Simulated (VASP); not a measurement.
# GaP (F-43m) in VASP: a series of runs

GaP is run at these levels: PBEsol; tasks: single point.

All numbers are computed with VASP 6.6.1; they aren't measurements. Logs are shortened: lines on timing, memory, paths and dates and some standing lists are left out, and cuts for length are marked.

**The experiment to reproduce.**

“Stacking defects in GaP nanowires: Electronic structure and optical properties”, 2018, arxiv:1810.01194 quotes, for a bulk crystal of GaP at 10 K: band gap 2.34 eV (indirect).

The runs below are set against these values where they give the same quantity.

### 1 The cell of the first run

The structure is cubic, space group F-43m (No. 216). The conventional cell has a = 5.439 Å, b = 5.439 Å, c = 5.439 Å, α = 90.00°, β = 90.00°, γ = 90.00°. Ga (site symmetry -43m) has 4 P at 2.35 Å within 3.1 Å. P (site symmetry -43m) has 4 Ga at 2.35 Å within 3.1 Å.

### 2 Single point, PBEsol

The input, INCAR:

```
SYSTEM = GaP
PREC = Accurate ; ENCUT = 520
EDIFF = 1E-6 ; ISMEAR = 0
SIGMA = 0.01 ; LREAL = .FALSE.
LASPH = .TRUE. ; NELM = 100
ALGO = Normal ; ISIF = 2
LWAVE = .FALSE. ; LCHARG = .FALSE.
GGA = PS ; NBANDS = 16
```

The input, KPOINTS:

```
Automatic mesh
0
G
  8 8 8
  0 0 0
```

The input, POSCAR:

```
GaP
1.0
    0.0000000000      2.7192636295      2.7192636295
    2.7192636295      0.0000000000      2.7192636295
    2.7192636295      2.7192636295      0.0000000000
Ga P
1 1
Direct
    0.0000000000      0.0000000000      0.0000000000
    0.7500000000      0.7500000000      0.7500000000
```

Potentials or basis: VASP PAW PBE potentials, release 64 (Ga_d, P).

On the command line:

```sh
$ cat potpaw_PBE.64/Ga_d/POTCAR potpaw_PBE.64/P/POTCAR > POTCAR
$ mpirun -np 1 vasp_std > vasp.out
```

OUTCAR:

```text
SYSTEM = GaP
   PREC = Accurate
   ENCUT = 520
   EDIFF = 1E-6
   ISMEAR = 0
   LREAL = .FALSE.
   LASPH = .TRUE.
   NELM = 100
   ISIF = 2
   GGA = PS

 ion  position               nearest neighbor table
   1  0.000  0.000  0.000-   2 2.35   2 2.35   2 2.35   2 2.35
   2  0.750  0.750  0.750-   1 2.35   1 2.35   1 2.35   1 2.35

  LATTYP: Found a face centered cubic cell.
 ALAT       =     5.4385272590

  Lattice vectors:

 A1 = (   0.0000000000,   2.7192636295,   2.7192636295)
 A2 = (   2.7192636295,   0.0000000000,   2.7192636295)
 A3 = (   2.7192636295,   2.7192636295,   0.0000000000)

Analysis of symmetry for initial positions (statically):
=====================================================================
 Subroutine PRICEL returns:
 Original cell was already a primitive cell.

 Routine SETGRP: Setting up the symmetry group for a
 face centered cubic supercell.

 Subroutine GETGRP returns: Found 24 space group operations
 (whereof 24 operations were pure point group operations)
 out of a pool of 48 trial point group operations.

The static configuration has the point symmetry T_d .

Analysis of symmetry for dynamics (positions and initial velocities):
=====================================================================
 Subroutine PRICEL returns:
 Original cell was already a primitive cell.

 Routine SETGRP: Setting up the symmetry group for a
 face centered cubic supercell.

 Subroutine GETGRP returns: Found 24 space group operations
 (whereof 24 operations were pure point group operations)
 out of a pool of 48 trial point group operations.

The dynamic configuration has the point symmetry T_d .

 Subroutine INISYM returns: Found 24 space group operations
 (whereof 24 operations are pure point group operations),
 and found     1 'primitive' translations

----------------------------------------------------------------------------------------

                                     Primitive cell

  volume of cell :      40.2146

  direct lattice vectors                    reciprocal lattice vectors
     0.000000000  2.719263629  2.719263629    -0.183873308  0.183873308  0.183873308
     2.719263629  0.000000000  2.719263629     0.183873308 -0.183873308  0.183873308
     2.719263629  2.719263629  0.000000000     0.183873308  0.183873308 -0.183873308

  length of vectors
     3.845619505  3.845619505  3.845619505     0.318477912  0.318477912  0.318477912

  position of ions in fractional coordinates (direct lattice)
     0.000000000  0.000000000  0.000000000
     0.750000000  0.750000000  0.750000000

  ion indices of the primitive-cell ions
   primitive index   ion index
                 1           1
                 2           2

----------------------------------------------------------------------------------------

 KPOINTS: Automatic mesh

Automatic generation of k-mesh.
 Grid dimensions read from file:
 generate k-points for:    8    8    8

 Generating k-lattice:

  Cartesian coordinates                     Fractional coordinates (reciprocal lattice)
    -0.022984164  0.022984164  0.022984164     0.125000000  0.000000000  0.000000000
     0.022984164 -0.022984164  0.022984164     0.000000000  0.125000000  0.000000000
     0.022984164  0.022984164 -0.022984164     0.000000000  0.000000000  0.125000000

  Length of vectors
     0.039809739  0.039809739  0.039809739

  Shift w.r.t. Gamma in fractional coordinates (k-lattice)
     0.000000000  0.000000000  0.000000000

 Subroutine IBZKPT returns following result:
 ===========================================

 Found     29 irreducible k-points:

 Following reciprocal coordinates:
            Coordinates               Weight
  0.000000  0.000000  0.000000      1.000000
  0.125000  0.000000  0.000000      8.000000
  0.250000  0.000000  0.000000      8.000000
  0.375000  0.000000  0.000000      8.000000
  0.500000  0.000000  0.000000      4.000000
  0.125000  0.125000  0.000000      6.000000
[... 16 lines left out ...]
  0.500000  0.250000  0.125000     48.000000
 -0.375000  0.250000  0.125000     24.000000
 [... further k-points ...]
   k-points           NKPTS =     29   k-points in BZ     NKDIM =     29   number of bands    NBANDS=     16
   number of dos      NEDOS =    301   number of ions     NIONS =      2
   total plane-waves  NPLWV =  27000
   dimension x,y,z NGX =    30 NGY =   30 NGZ =   30
   dimension x,y,z NGXF=    60 NGYF=   60 NGZF=   60
   ions per type =               1   1
   NGX,Y,Z   is equivalent  to a cutoff of  12.97, 12.97, 12.97 a.u.
   NGXF,Y,Z  is equivalent  to a cutoff of  25.94, 25.94, 25.94 a.u.
 SYSTEM =  GaP
   PREC   = accura    normal or accurate (medium, high low for compatibility)
   ISTART =      0    job   : 0-new  1-cont  2-samecut
   ICHARG =      2    charge: 1-file 2-atom 10-const
   ISPIN  =      1    spin polarized calculation?
   LNONCOLLINEAR =      F non collinear calculations
   LSORBIT =      F    spin-orbit coupling
   LASPH  =      T    aspherical Exc in radial PAW
   ENCUT  =  520.0 eV  38.22 Ry    6.18 a.u.   7.15  7.15  7.15*2*pi/ulx,y,z
   NELM   =    100;   NELMIN=  2; NELMDL= -5     # of ELM steps
   EDIFF  = 0.1E-05   stopping-criterion for ELM
   LREAL  =      F    real-space projection
   EDIFFG = 0.1E-04   stopping-criterion for IOM
   NSW    =      0    number of steps for IOM
   IBRION =     -1    ionic relax: 0-MD 1-quasi-New 2-CG
   NFREE  =      0    steps in history (QN), initial steepest desc. (CG)
   ISIF   =      2    stress and relaxation
   ISYM   =      2    0-nonsym 1-usesym 2-fastsym
   POTIM  = 0.5000    time-step for ionic-motion
   TEBEG  =    0.0;   TEEND  =   0.0 temperature during run
   PSTRESS=    0.0 pullay stress
   NELECT =      18.0000    total number of electrons
   NUPDOWN=      -1.0000    fix difference up-down
   EMIN   =  10.00;   EMAX   =-10.00  energy-range for DOS
   EFERMI =   0.00;   METHOD = LEGACY
   ISMEAR =     0;   SIGMA  =   0.01  broadening in eV -4-tet -1-fermi 0-gaus
   EFERMI_NEDOS =   21; number of points for ismear=-14 and -15
   IALGO  =     38    algorithm
   IMIX   =      4    mixing-type and parameters
     AMIX     =   0.40;   BMIX     =  1.00
     AMIX_MAG =   1.60;   BMIX_MAG =  1.00
  volume/ion in A,a.u.               =      20.11       135.69
  Fermi-wavevector in a.u.,A,eV,Ry     =   1.252288  2.366482 21.337013  1.568226
  Thomas-Fermi vector in A             =   2.386196
   LORBIT       =      0    0 simple, 1 ext, 2 COOP (PROOUT), +10 PAW based schemes
   GGA     = PS    functional components
   LHFCALC =     F    Hartree Fock is set to
   AEXX    =    0.0000 exact exchange contribution
   IVDW    =     0    specifies the selected vdW correction
   LEPSILON=     F    determine dielectric tensor
   LRPA    =     F    only Hartree local field effects (RPA)
 non-spin polarized calculation
 Gauss-broadening in eV      SIGMA  =   0.01
  energy-cutoff  :      520.00
  volume of cell :       40.21
 maximum number of plane-waves:      1106
 NGX is ok and might be reduce to    30
   NGX = 15   NGY = 15   NGZ = 15

 number of electron      17.9999987 magnetization

 Free energy of the ion-electron system (eV)
  ---------------------------------------------------
  ext. energy  EPLUGINS =         0.00000000
  ---------------------------------------------------
  free energy    TOTEN  =        -9.92109249 eV

  energy without entropy =       -9.92109249  energy(sigma->0) =       -9.92109249

 E-fermi :   4.7592     XC(G=0): -10.0512

 val. band max:        4.6361242128   @ k =   0.0000   0.0000   0.0000
 cond. band min:       6.1391150290   @ k =   0.5000   0.5000   0.0000
 fundamental gap:      1.5029908162
 Fermi energy:         4.7592279561

 k-point     1 :       0.0000    0.0000    0.0000
  band No.  band energies     occupation
      1      -9.9162      2.00000
      2      -9.9162      2.00000
      3      -9.9162      2.00000
      4      -9.8135      2.00000
      5      -9.8135      2.00000
      6      -7.9380      2.00000
[... 8 lines left out ...]
     15      14.4173      0.00000
     16      14.4173      0.00000

 k-point     2 :       0.1250    0.0000    0.0000
  band No.  band energies     occupation
      1      -9.9306      2.00000
      2      -9.9114      2.00000
      3      -9.9114      2.00000
      4      -9.8136      2.00000
      5      -9.8136      2.00000
      6      -7.7324      2.00000
[... 8 lines left out ...]
     15      13.7559      0.00000
     16      14.1529      0.00000

 k-point     3 :       0.2500    0.0000    0.0000
  band No.  band energies     occupation
      1      -9.9620      2.00000
      2      -9.9011      2.00000
      3      -9.9011      2.00000
      4      -9.8122      2.00000
      5      -9.8122      2.00000
      6      -7.1493      2.00000
[... 8 lines left out ...]
     15      13.5622      0.00000
     16      14.3672      0.00000

 k-point     4 :       0.3750    0.0000    0.0000
  band No.  band energies     occupation
      1      -9.9901      2.00000
      2      -9.8932      2.00000
      3      -9.8932      2.00000
      4      -9.8084      2.00000
      5      -9.8084      2.00000
      6      -6.3320      2.00000
[... 8 lines left out ...]
     15      14.7801      0.00000
     16      14.7802      0.00000
[... 324 lines left out ...]
 k-point    22 :       0.3750    0.2500    0.1250
  band No.  band energies     occupation
      1      -9.9856      2.00000
      2      -9.8888      2.00000
      3      -9.8847      2.00000
      4      -9.8249      2.00000
      5      -9.8042      2.00000
      6      -6.6534      2.00000
[... 8 lines left out ...]
     15      15.7355      0.00000
     16      16.9446      0.00000

 k-point    23 :       0.5000    0.2500    0.1250
  band No.  band energies     occupation
      1     -10.0014      2.00000
      2      -9.8851      2.00000
      3      -9.8752      2.00000
      4      -9.8228      2.00000
      5      -9.8043      2.00000
      6      -5.8822      2.00000
[... 8 lines left out ...]
     15      16.1144      0.00000
     16      17.4082      0.00000

 k-point    24 :      -0.3750    0.2500    0.1250
  band No.  band energies     occupation
      1     -10.0072      2.00000
      2      -9.8846      2.00000
      3      -9.8719      2.00000
      4      -9.8190      2.00000
      5      -9.8060      2.00000
      6      -5.4114      2.00000
[... 8 lines left out ...]
     15      16.5591      0.00000
     16      17.1130      0.00000

 [... further k-points ...]
[... 5 lines left out ...]
  --------------------------------------------------------------------------------------
  -------------------------------------------------------------------------------------
  Total       -0.0238901     -0.0238901     -0.0238901      0.0000000      0.0000000      0.0000000
  in kB       -0.9517994     -0.9517994     -0.9517994      0.0000000      0.0000000      0.0000000
  external PRESSURE =      -0.9517994 kB  Pullay stress =       0.0000000 kB

 VOLUME and BASIS-vectors are now :
 -----------------------------------------------------------------------------
  energy-cutoff  :      520.00
  volume of cell :       40.21
      direct lattice vectors                 reciprocal lattice vectors
     0.000000000  2.719263629  2.719263629    -0.183873308  0.183873308  0.183873308
     2.719263629  0.000000000  2.719263629     0.183873308 -0.183873308  0.183873308
     2.719263629  2.719263629  0.000000000     0.183873308  0.183873308 -0.183873308

 POSITION                                       TOTAL-FORCE (eV/Angst)
 -----------------------------------------------------------------------------------
      0.00000      0.00000      0.00000         0.000000     -0.000000     -0.000000
      4.07890      4.07890      4.07890        -0.000000      0.000000      0.000000
 -----------------------------------------------------------------------------------
    total drift:                               -0.000000     -0.000000     -0.000000

  FREE ENERGIE OF THE ION-ELECTRON SYSTEM (eV)
  ---------------------------------------------------
  free  energy   TOTEN  =        -9.9210924916 eV

  energy  without entropy=       -9.9210924916  energy(sigma->0) =       -9.92109249
```

It took 41 s on 1 thread of AMD EPYC 7R13, shared host; peak memory 0.14 GiB.

What came out:

* Free energy: -9.9211 eV
* Pressure: -0.1 GPa
* Band gap on the k mesh: 1.50 eV, indirect (least direct gap 1.80 eV)

Levels at points of the mesh, in eV from the valence-band top:
```
           k point  band 6  band 7  band 8  band 9  band 10  band 11  band 12  band 13
(0.00, 0.00, 0.00)  -12.57    0.00    0.00    0.00     1.80     3.83     3.83     3.83
(0.50, 0.00, 0.00)  -10.46   -6.73   -1.14   -1.14     1.61     4.65     4.65     8.10
(0.50, 0.50, 0.00)   -9.54   -6.84   -2.74   -2.74     1.50     1.71    10.60    10.60
```

Caveat: the PAW data sets were made with another functional, which shifts forces and pressure a little.

### 3 Single point, PBEsol

This run uses another cell than the first one, of 19.81 Å³/atom, 0.985 times its volume.

The input, INCAR:

```
PREC = Accurate
ENCUT = 520
EDIFF = 1E-7
ISMEAR = 0
SIGMA = 0.01
LREAL = False
LASPH = True
NELM = 80
ALGO = Normal
ISIF = 2
LWAVE = False
LCHARG = False
GGA = PS
NBANDS = 16
```

The input, KPOINTS:

```
Automatic mesh
0
Gamma
  8 8 8
```

The input, POSCAR:

```
GaP
1.0
    0.0000000000      2.7056673114      2.7056673114
    2.7056673114      0.0000000000      2.7056673114
    2.7056673114      2.7056673114      0.0000000000
Ga P
1 1
Direct
    0.0000000000      0.0000000000      0.0000000000
    0.7500000000      0.7500000000      0.7500000000
```

Potentials or basis: VASP PAW PBE potentials, release 64 (Ga_d, P).

On the command line:

```sh
$ cat potpaw_PBE.64/Ga_d/POTCAR potpaw_PBE.64/P/POTCAR > POTCAR
$ mpirun -np 1 vasp_std > vasp.out
```

Wall time 36 s (1 thread of AMD EPYC 7R13, shared host); peak memory 0.13 GiB.

The run converged. Its results:

* Free energy: -9.9189 eV
* Pressure: 1.2 GPa
* Band gap on the k mesh: 1.47 eV, indirect (least direct gap 1.93 eV)

Levels at points of the mesh, in eV from the valence-band top:
```
           k point  band 6  band 7  band 8  band 9  band 10  band 11  band 12  band 13
(0.00, 0.00, 0.00)  -12.69    0.00    0.00    0.00     1.93     3.82     3.82     3.82
(0.50, 0.00, 0.00)  -10.53   -6.82   -1.16   -1.16     1.65     4.64     4.64     8.13
(0.50, 0.50, 0.00)   -9.59   -6.91   -2.79   -2.79     1.47     1.69    10.71    10.71
```

Caveat: the PAW data sets were made with another functional, which shifts forces and pressure a little.

### 4 Comparison with measurements

Step 2. Measured gap of GaP: 2.34 eV (indirect; 10 K; quoted in “Stacking defects in GaP nanowires: Electronic structure and optical properties”, 2018, arxiv:1810.01194). This calculation gives 1.50 eV (-0.84 eV). Spin-orbit coupling on Ga is left out. The value is that of PBEsol on a finite k mesh, which can miss the band edges, without temperature or zero-point motion. Semilocal functionals fall short of measured gaps as a rule.

Step 3. Measured gap of GaP: 2.34 eV (indirect; 10 K; quoted in “Stacking defects in GaP nanowires: Electronic structure and optical properties”, 2018, arxiv:1810.01194). This calculation gives 1.47 eV (-0.87 eV). Spin-orbit coupling on Ga is left out. The value is that of PBEsol on a finite k mesh, which can miss the band edges, without temperature or zero-point motion. Semilocal functionals fall short of measured gaps as a rule.
